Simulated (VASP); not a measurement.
# WSe2 (P6_3/mmc) in VASP: notebook, part 2 of 3

VASP 6.6.1. The steps go on from the part before.

### 3 Single point, PBE (equal strain along all axes, cell held: -2.0 %, then relaxed in part)

INCAR

```
ALGO = Normal
EDIFF = 1E-6
ENCUT = 520
GGA = PE
ISIF = 2
ISMEAR = 0
LASPH = True
LCHARG = False
LREAL = False
LWAVE = False
NBANDS = 35
NELM = 80
PREC = Accurate
SIGMA = 0.02
```

KPOINTS

```
k-points
0
Gamma
  12 12 2
```

POSCAR

```
WSe2
1.0
    3.2545669457      0.0000000000      0.0000000000
   -1.6272834729      2.8185376533      0.0000000000
    0.0000000000      0.0000000000     14.7429444833
W Se
2 4
Direct
    0.6666666667      0.3333333333      0.7500000000
    0.3333333333      0.6666666667      0.2500000000
    0.3333333333      0.6666666667      0.8655113869
    0.6666666667      0.3333333333      0.3655113869
    0.3333333333      0.6666666667      0.6344886131
    0.6666666667      0.3333333333      0.1344886131
```

Potentials or basis: VASP PAW PBE potentials, release 64 (W_sv, Se).

Launch:

```console
> cat potpaw_PBE.64/W_sv/POTCAR potpaw_PBE.64/Se/POTCAR > POTCAR
> mpirun -np 1 vasp_std > vasp.out
```

OUTCAR:

```text
EDIFF = 1E-6
   ENCUT = 520
   GGA = PE
   ISIF = 2
   ISMEAR = 0
   LASPH = True
   LREAL = False
   NELM = 80
   PREC = Accurate

 ion  position               nearest neighbor table
   1  0.667  0.333  0.750-   3 2.54   5 2.54   3 2.54   5 2.54   3 2.54   5 2.54
   2  0.333  0.667  0.250-   4 2.54   6 2.54   4 2.54   6 2.54   4 2.54   6 2.54
   3  0.333  0.667  0.866-   1 2.54   1 2.54   1 2.54
   4  0.667  0.333  0.366-   2 2.54   2 2.54   2 2.54
   5  0.333  0.667  0.634-   1 2.54   1 2.54   1 2.54
   6  0.667  0.333  0.134-   2 2.54   2 2.54   2 2.54

  LATTYP: Found a hexagonal cell.
 ALAT       =     3.2545669457
 C/A-ratio  =     4.5299250958

  Lattice vectors:

 A1 = (   3.2545669457,   0.0000000000,   0.0000000000)
 A2 = (  -1.6272834729,   2.8185376533,   0.0000000000)
 A3 = (   0.0000000000,   0.0000000000,  14.7429444833)

Analysis of symmetry for initial positions (statically):
=====================================================================
 Subroutine PRICEL returns:
 Original cell was already a primitive cell.

 Routine SETGRP: Setting up the symmetry group for a
 hexagonal supercell.

 Subroutine GETGRP returns: Found 24 space group operations
 (whereof 12 operations were pure point group operations)
 out of a pool of 24 trial point group operations.

The static configuration has the point symmetry D_3d.
 The point group associated with its full space group is D_6h.

Analysis of symmetry for dynamics (positions and initial velocities):
=====================================================================
 Subroutine PRICEL returns:
 Original cell was already a primitive cell.

 Routine SETGRP: Setting up the symmetry group for a
 hexagonal supercell.

 Subroutine GETGRP returns: Found 24 space group operations
 (whereof 12 operations were pure point group operations)
 out of a pool of 24 trial point group operations.

The dynamic configuration has the point symmetry D_3d.
 The point group associated with its full space group is D_6h.

 Subroutine INISYM returns: Found 24 space group operations
 (whereof 12 operations are pure point group operations),
 and found     1 'primitive' translations

----------------------------------------------------------------------------------------

                                     Primitive cell

  volume of cell :     135.2388

  direct lattice vectors                    reciprocal lattice vectors
     3.254566946  0.000000000  0.000000000     0.307260541  0.177396956  0.000000000
    -1.627283473  2.818537653  0.000000000     0.000000000  0.354793912  0.000000000
     0.000000000  0.000000000 14.742944483     0.000000000  0.000000000  0.067829056

  length of vectors
     3.254566946  3.254566946 14.742944483     0.354793912  0.354793912  0.067829056

  position of ions in fractional coordinates (direct lattice)
     0.666666667  0.333333333  0.750000000
     0.333333333  0.666666667  0.250000000
     0.333333333  0.666666667  0.865511387
     0.666666667  0.333333333  0.365511387
[... 33 lines left out ...]
 Subroutine IBZKPT returns following result:
 ===========================================

 Found     38 irreducible k-points:

 Following reciprocal coordinates:
            Coordinates               Weight
  0.000000  0.000000  0.000000      1.000000
  0.083333 -0.000000  0.000000      6.000000
  0.166667  0.000000  0.000000      6.000000
  0.250000 -0.000000  0.000000      6.000000
  0.333333  0.000000  0.000000      6.000000
  0.416667  0.000000  0.000000      6.000000
[... 16 lines left out ...]
  0.250000 -0.000000  0.500000      6.000000
  0.333333  0.000000  0.500000      6.000000
 [... further k-points ...]
   k-points           NKPTS =     38   k-points in BZ     NKDIM =     38   number of bands    NBANDS=     35
   number of dos      NEDOS =    301   number of ions     NIONS =      6
   total plane-waves  NPLWV =  64512
   dimension x,y,z NGX =    24 NGY =   24 NGZ =  112
   dimension x,y,z NGXF=    48 NGYF=   48 NGZF=  224
   ions per type =               2   4
   NGX,Y,Z   is equivalent  to a cutoff of  12.26, 12.26, 12.63 a.u.
   NGXF,Y,Z  is equivalent  to a cutoff of  24.52, 24.52, 25.26 a.u.
 SYSTEM =  unknown system
   PREC   = accura    normal or accurate (medium, high low for compatibility)
   ISTART =      0    job   : 0-new  1-cont  2-samecut
   ICHARG =      2    charge: 1-file 2-atom 10-const
   ISPIN  =      1    spin polarized calculation?
   LNONCOLLINEAR =      F non collinear calculations
   LSORBIT =      F    spin-orbit coupling
   LASPH  =      T    aspherical Exc in radial PAW
   ENCUT  =  520.0 eV  38.22 Ry    6.18 a.u.   6.05  6.05 27.41*2*pi/ulx,y,z
   NELM   =     80;   NELMIN=  2; NELMDL= -5     # of ELM steps
   EDIFF  = 0.1E-05   stopping-criterion for ELM
   LREAL  =      F    real-space projection
   EDIFFG = 0.1E-04   stopping-criterion for IOM
   NSW    =      0    number of steps for IOM
   IBRION =     -1    ionic relax: 0-MD 1-quasi-New 2-CG
   NFREE  =      0    steps in history (QN), initial steepest desc. (CG)
   ISIF   =      2    stress and relaxation
   ISYM   =      2    0-nonsym 1-usesym 2-fastsym
   POTIM  = 0.5000    time-step for ionic-motion
   TEBEG  =    0.0;   TEEND  =   0.0 temperature during run
   PSTRESS=    0.0 pullay stress
   NELECT =      52.0000    total number of electrons
   NUPDOWN=      -1.0000    fix difference up-down
   EMIN   =  10.00;   EMAX   =-10.00  energy-range for DOS
   EFERMI =   0.00;   METHOD = LEGACY
   ISMEAR =     0;   SIGMA  =   0.02  broadening in eV -4-tet -1-fermi 0-gaus
   EFERMI_NEDOS =   21; number of points for ismear=-14 and -15
   IALGO  =     38    algorithm
   IMIX   =      4    mixing-type and parameters
     AMIX     =   0.40;   BMIX     =  1.00
     AMIX_MAG =   1.60;   BMIX_MAG =  1.00
  volume/ion in A,a.u.               =      22.54       152.11
  Fermi-wavevector in a.u.,A,eV,Ry     =   1.190444  2.249612 19.281580  1.417156
  Thomas-Fermi vector in A             =   2.326528
   LORBIT       =      0    0 simple, 1 ext, 2 COOP (PROOUT), +10 PAW based schemes
   GGA     = PE    functional components
   LHFCALC =     F    Hartree Fock is set to
   AEXX    =    0.0000 exact exchange contribution
   IVDW    =     0    specifies the selected vdW correction
   LEPSILON=     F    determine dielectric tensor
   LRPA    =     F    only Hartree local field effects (RPA)
 non-spin polarized calculation
 Gauss-broadening in eV      SIGMA  =   0.02
  energy-cutoff  :      520.00
  volume of cell :      135.24
 maximum number of plane-waves:      3684
   NGX = 13   NGY = 13   NGZ = 55

 number of electron      52.0000003 magnetization

 Free energy of the ion-electron system (eV)
  ---------------------------------------------------
  ext. energy  EPLUGINS =         0.00000000
  ---------------------------------------------------
  free energy    TOTEN  =       -43.17897853 eV

  energy without entropy =      -43.17897853  energy(sigma->0) =      -43.17897853

 E-fermi :   5.0274     XC(G=0):  -9.9731

 val. band max:        4.8966839733   @ k =   0.3333   0.3333   0.0000
 cond. band min:       6.1859324180   @ k =   0.1667   0.1667   0.0000
 fundamental gap:      1.2892484447
 Fermi energy:         5.0274311745

 k-point     1 :       0.0000    0.0000    0.0000
  band No.  band energies     occupation
      1     -69.1552      2.00000
      2     -69.1552      2.00000
      3     -33.4196      2.00000
      4     -33.4196      2.00000
      5     -33.2527      2.00000
      6     -33.2527      2.00000
[... 901 lines left out ...]
     34       9.1235      0.00000
     35      10.8821      0.00000

 [... further k-points ...]

------------------------ aborting loop because EDIFF is reached ----------------------------------------

  FORCE on cell =-STRESS in cart. coord.  units (eV):
  Direction    XX          YY          ZZ          XY          YZ          ZX
  --------------------------------------------------------------------------------------
  -------------------------------------------------------------------------------------
  Total        3.7713391      3.7713391      0.4317429     -0.0000000     -0.0000000      0.0000000
  in kB       44.6791481     44.6791481      5.1148691     -0.0000000     -0.0000000      0.0000000
  external PRESSURE =      31.4910551 kB  Pullay stress =       0.0000000 kB

 VOLUME and BASIS-vectors are now :
 -----------------------------------------------------------------------------
  energy-cutoff  :      520.00
  volume of cell :      135.24
      direct lattice vectors                 reciprocal lattice vectors
     3.254566946  0.000000000  0.000000000     0.307260541  0.177396956  0.000000000
    -1.627283473  2.818537653  0.000000000     0.000000000  0.354793912  0.000000000
     0.000000000  0.000000000 14.742944483     0.000000000  0.000000000  0.067829056

 POSITION                                       TOTAL-FORCE (eV/Angst)
 -----------------------------------------------------------------------------------
      1.62728      0.93951     11.05721        -0.000000     -0.000000      0.000000
     -0.00000      1.87903      3.68574         0.000000      0.000000      0.000000
     -0.00000      1.87903     12.76019         0.000000     -0.000000      0.047696
      1.62728      0.93951      5.38871        -0.000000     -0.000000      0.047696
     -0.00000      1.87903      9.35423         0.000000     -0.000000     -0.047696
      1.62728      0.93951      1.98276        -0.000000      0.000000     -0.047696
 -----------------------------------------------------------------------------------
    total drift:                               -0.000000      0.000000     -0.000000

  FREE ENERGIE OF THE ION-ELECTRON SYSTEM (eV)
  ---------------------------------------------------
  free  energy   TOTEN  =       -43.1789785291 eV

  energy  without entropy=      -43.1789785291  energy(sigma->0) =      -43.17897853
```

It took 70 s on 1 thread of Intel Xeon 6975P-C (Granite Rapids), shared host; peak memory 0.32 GiB.

Results:

```yaml
Free_energy: -43.1790 eV
Pressure: 3.1 GPa
Largest_force: 0.048 eV/Å
Band_gap_on_the_k_mesh: 1.29 eV (least direct gap 1.78 eV)
```

Forces in eV/Å, atoms in the order of the input:
```
W    0.000  0.000  0.000
W    0.000  0.000  0.000
Se   0.000  0.000  0.048
Se   0.000  0.000  0.048
Se   0.000  0.000 -0.048
Se   0.000  0.000 -0.048
```

Stress tensor (GPa, compression positive):
```
4.47 0.00 0.00
0.00 4.47 0.00
0.00 0.00 0.51
```

Levels at points of the mesh, in eV from the valence-band top:
| k point | band 23 | band 24 | band 25 | band 26 | band 27 | band 28 | band 29 | band 30 |
| --- | --- | --- | --- | --- | --- | --- | --- | --- |
| (0.00, 0.00, 0.00) | -1.09 | -1.09 | -0.89 | -0.26 | 3.03 | 3.03 | 3.04 | 3.04 |
| (0.50, 0.00, 0.00) | -1.11 | -1.09 | -0.83 | -0.78 | 2.57 | 2.57 | 2.70 | 2.89 |
| (0.00, 0.00, 0.50) | -1.09 | -1.09 | -0.48 | -0.48 | 3.03 | 3.03 | 3.03 | 3.03 |
| (0.50, 0.00, 0.50) | -1.10 | -1.10 | -0.81 | -0.81 | 2.57 | 2.57 | 2.80 | 2.80 |

Caveat: the cell differs from its parent crystal (equal strain along all axes, cell held: -2.0 %, then relaxed in part); the cell stands under pressure; spin-orbit coupling is left out, which moves the levels of the heavy elements; this functional lacks dispersion, which binds layers or chains, so the pressure and a relaxed spacing across them are unreliable. A k mesh can miss the band edges.

[end of part 2 of 3]
